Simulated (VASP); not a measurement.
# H20CO9 in VASP: a series of runs, part 2 of 2

VASP 6.6.1. The steps go on from the part before.

**3. Single point, PBE+D3(BJ)**

This run uses another cell than the first one, of 11.11 Å³/atom.

INCAR

```
SYSTEM = H20CO9
ALGO     = Normal         ! electronic algorithm
EDIFF    = 1E-6           ! SCF threshold, eV
ENCUT    = 520            ! plane-wave cutoff, eV
GGA      = PE             ! functional
ISIF     = 2              ! what is computed and relaxed
ISMEAR   = -1             ! smearing method
IVDW     = 12             ! dispersion correction
LASPH    = .True.         ! aspherical terms in the spheres
LCHARG   = .False.        ! write CHGCAR
LREAL    = Auto         
LWAVE    = .False.        ! write WAVECAR
NBANDS   = 60             ! bands
NELM     = 80             ! most SCF steps
PREC     = Accurate       ! precision mode
SIGMA    = 0.02           ! smearing width, eV
```

KPOINTS

```
k-points
0
Gamma
  1 1 1
  0 0 0
```

POSCAR

```
H20CO9
1.0
    6.9840630000      0.0066360000     -0.0605570000
    0.0066360000      6.9536520000     -0.1777490000
   -0.0605570000     -0.1777490000      6.8700370000
O H C
9 20 1
Direct
    0.1031670320      0.5335623908      0.5113491627
    0.2171283327      0.6050610582      0.1362871319
    0.8390664587      0.4828123815      0.0544437775
    0.3733967550      0.9553765093      0.6286034568
    0.6493109946      0.6419517207      0.7264046180
    1.0130445841      0.8484728442      0.7612276528
    0.3451528741      0.2702989920      0.9010208821
    0.4209610553      0.9652108715      0.2134133202
    0.7928180041      1.2766338540      0.4485465028
    0.1455033879      0.6595658907      0.5578497505
    0.1682986776      0.5171055942      0.3903773248
    0.0749029469      0.5990699617      0.1238887046
    0.2506542034      0.5439053723      0.0230213466
    0.7467219020      0.5655330073     -0.0147681643
    0.7820167711      0.4336461820      0.1739199898
    0.4097065377      0.9469389643      0.4838442723
    0.2406085137      0.9143919158      0.6422531317
    0.5239665120      0.7172033630      0.7046995556
    0.6458442090      0.5254907858      0.6490381128
    0.9740562310      0.9274823511      0.8723162602
    0.9284253064      0.7328340364      0.7388727555
    0.3456492330      0.1791706472      0.7881003965
    0.4691953000      0.3149475223      0.8897324231
    0.3316324340      0.8469992362      0.1909357886
    0.3705560591      1.0721716732      0.1370905580
    0.7777807957      1.0778976812      0.2249617151
    0.9012138638      1.3540338150      0.4841681296
    1.0057889211      1.1519338861      0.2780425573
    0.8854105514      0.9920452604      0.4400198805
    0.8719510066      1.1150010830      0.3477700432
```

Potentials or basis: VASP PAW PBE potentials, release 64 (O, H, C).

Launch:

```bash
$ cat potpaw_PBE.64/O/POTCAR potpaw_PBE.64/H/POTCAR potpaw_PBE.64/C/POTCAR > POTCAR
$ mpirun -np 1 vasp_gam > vasp.out
```

OUTCAR:

```text
SYSTEM = H20CO9
   EDIFF = 1E-6
   ENCUT = 520
   GGA = PE
   ISIF = 2
   ISMEAR = -1
   IVDW = 12
   LASPH = .True.
   LREAL = Auto
   NELM = 80
   PREC = Accurate
 IVDW          = 12

 ion  position               nearest neighbor table
   1  0.103  0.534  0.511-  11 0.96  10 0.96
   2  0.217  0.605  0.136-  13 0.90  12 1.00
   3  0.839  0.483  0.054-  14 0.99  15 1.00
   4  0.373  0.955  0.629-  17 0.98  16 1.03
[... 318 lines left out ...]
  -------------------------------------------------------------------------------------
  Total       1.19683    -0.77574     2.20929     0.76339     5.48694    -0.88183
  in kB       5.75153    -3.72794    10.61703     3.66859    26.36825    -4.23775
  external pressure =        4.21 kB  Pullay stress =        0.00 kB

 VOLUME and BASIS-vectors are now :
 -----------------------------------------------------------------------------
  energy-cutoff  :      520.00
  volume of cell :      333.40
      direct lattice vectors                 reciprocal lattice vectors
     6.984063000  0.006636000 -0.060557000     0.143194150 -0.000104457  0.001259504
     0.006636000  6.953652000 -0.177749000    -0.000104457  0.143904575  0.003722333
    -0.060557000 -0.177749000  6.870037000     0.001259504  0.003722333  0.145667034

 POSITION                                       TOTAL-FORCE (eV/Angst)
 -----------------------------------------------------------------------------------
      0.69310      3.62000      3.41190        -0.439547     -0.399411      0.694831
      1.51220      4.18460      0.81560        -1.859315      2.394760      3.881588
      5.86000      3.35320      0.23740        -0.277541      0.107209      0.393742
      2.57610      6.53410      4.12610         0.904069     -0.432537     -1.208745
      4.49510      4.33910      4.83700        -1.296407      1.949605      0.981510
      0.05064      5.76476      5.07806         0.205996     -1.065198     -0.837669
[... 22 lines left out ...]
      6.16370      6.82600      2.79300         0.219611     -0.129680      0.090487
      6.06946      0.74365      2.31595        -0.010255     -0.579636     -0.879239
 -----------------------------------------------------------------------------------
    total drift:                                0.010784      0.007871      0.013604

  FREE ENERGIE OF THE ION-ELECTRON SYSTEM (eV)
  ---------------------------------------------------
  free  energy   TOTEN  =      -147.3134059890 eV

  energy  without entropy=     -147.3134059890  energy(sigma->0) =     -147.31340599
```

OSZICAR:

```text
N       E                     dE             d eps       ncg     rms          rms(c)
DAV:   1     0.633366904144E+03    0.63337E+03   -0.41469E+04   120   0.118E+03
DAV:   2    -0.927137020681E+02   -0.72608E+03   -0.70097E+03   156   0.287E+02
DAV:   3    -0.160785025091E+03   -0.68071E+02   -0.67672E+02   152   0.962E+01
DAV:   4    -0.161924576856E+03   -0.11396E+01   -0.11362E+01   144   0.139E+01
DAV:   5    -0.161942876934E+03   -0.18300E-01   -0.18281E-01   160   0.170E+00    0.237E+01
DAV:   6    -0.147127764187E+03    0.14815E+02   -0.44192E+01   152   0.259E+01    0.938E+00
DAV:   7    -0.146641620777E+03    0.48614E+00   -0.22708E+00   152   0.539E+00    0.583E+00
DAV:   8    -0.146404251078E+03    0.23737E+00   -0.64356E-01   152   0.394E+00    0.843E-01
DAV:   9    -0.146396170433E+03    0.80806E-02   -0.97029E-02   152   0.133E+00    0.390E-01
DAV:  10    -0.146401364361E+03   -0.51939E-02   -0.21199E-02   136   0.566E-01    0.208E-01
DAV:  11    -0.146401363620E+03    0.74131E-06   -0.21268E-03   152   0.200E-01    0.121E-01
DAV:  12    -0.146401737686E+03   -0.37407E-03   -0.21194E-03   128   0.201E-01    0.497E-02
DAV:  13    -0.146401712208E+03    0.25478E-04   -0.26455E-04   160   0.827E-02    0.207E-02
DAV:  14    -0.146401713355E+03   -0.11469E-05   -0.84444E-05   128   0.377E-02    0.987E-03
DAV:  15    -0.146401711864E+03    0.14912E-05   -0.51111E-06   152   0.142E-02    0.487E-03
DAV:  16    -0.146401711682E+03    0.18118E-06   -0.38077E-06   128   0.117E-02
   1 F= -.14731341E+03 E0= -.14731341E+03  d E =-.236380E-11
```

stdout:

```text
POSCAR found type information on POSCAR O H C
 POSCAR found :  3 types and      30 ions
 scaLAPACK will be used
 LDA part: xc-table for (Slater+PW92), standard interpolation
 POSCAR, INCAR and KPOINTS ok, starting setup
 FFT: planning ... GRIDC
 FFT: planning ... GRID_SOFT
 FFT: planning ... GRID
 WAVECAR not read
 entering main loop
```

It took 37 s on 1 thread of AMD EPYC 7R43 (Zen 3), shared host; peak memory 0.31 GiB.

Results:

```yaml
Free_energy: -147.3134 eV
Pressure: 0.4 GPa
Largest_force: 4.925 eV/Å
Dispersion_energy_per_atom: -0.030 eV
```

Forces on the atoms (eV/Å):
```
O   -0.440 -0.399  0.695
O   -1.859  2.395  3.882
O   -0.278  0.107  0.394
O    0.904 -0.433 -1.209
O   -1.296  1.950  0.982
O    0.206 -1.065 -0.838
O   -2.010 -0.692  0.390
O   -1.162 -1.215  0.023
O   -1.108  0.271 -0.034
H   -0.043  0.367  0.443
H    0.597 -0.244 -1.242
H    0.103 -0.035  0.040
H    1.614 -2.354 -3.912
H    0.156 -0.496  0.351
H    0.075  0.485 -0.624
H   -0.718  0.477  1.211
H   -0.289  0.086 -0.042
H    1.644 -0.646  0.057
H   -0.245 -1.266 -1.002
H   -0.416  0.003  0.337
H    0.064  1.273  0.466
H   -0.463 -0.670 -0.478
H    2.708  1.241  0.200
H    1.018  1.473 -0.295
H    0.112 -0.595  0.188
H   -0.567 -0.456 -0.276
H    0.991  1.217  0.767
H    0.493 -0.069  0.314
H    0.220 -0.130  0.090
C   -0.010 -0.580 -0.879
```

Levels at points of the mesh, in eV from the Fermi level:
```
           k point  band 36  band 37  band 38  band 39  band 40  band 41  band 42  band 43
(0.00, 0.00, 0.00)    -1.52    -1.42    -1.01    -0.54     3.71     6.02     6.57     6.80
```

Caveat: the k points lie up to 0.92 Å⁻¹ apart; the atoms stand as in a frame of molecular dynamics.
